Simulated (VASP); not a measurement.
A run of VASP 6.6.1 is set up as follows.

The input POSCAR:

```
Cu
1.0
    2.5594379700      0.0000000000      0.0000000000
   -1.2797184800      2.2165379200      0.0000000000
    0.0000000000      0.0000000000      4.0315371042
Cu
2
Direct
    0.3333333333      0.6666666667      0.2500000000
    0.6666666667      0.3333333333      0.7500000000
```

INCAR.step1

```
ALGO = Normal
EDIFF = 1E-4
ENCUT = 520
GGA = PE
ISMEAR = -1
LASPH = T
LCHARG = F
LREAL = F
LWAVE = T
NBANDS = 18
NELM = 100
PREC = Accurate
SIGMA = 0.1
```

The input INCAR.step2:

```
ALGO = Normal
EDIFF = 1E-6
ENCUT = 520
ISIF = 2
ISMEAR = -1
ISTART = 1
LASPH = T
LCHARG = F
LMIXTAU = T
LREAL = F
LWAVE = F
METAGGA = R2SCAN
NBANDS = 18
NELM = 100
PREC = Accurate
SIGMA = 0.1
```

KPOINTS

```
k-points
0
Gamma
  16 16 9
```

Potentials or basis: VASP PAW PBE potentials, release 64 (Cu).

Command:

```console
$ cat potpaw_PBE.64/Cu/POTCAR > POTCAR
$ cp INCAR.step1 INCAR
$ mpirun -np 1 vasp_std > vasp.out
$ cp INCAR.step2 INCAR
$ mpirun -np 1 vasp_std > vasp.out
```

(1) Estimate the pressure.

(2) Predict the band gap on the k mesh.

Results:

(1) 1.2 GPa.

(2) zero (band 11 reaches 11.19 eV, above the bottom of band 12 at 5.77 eV).

Caveat: the PAW data sets were made with another functional, which shifts forces and pressure a little.
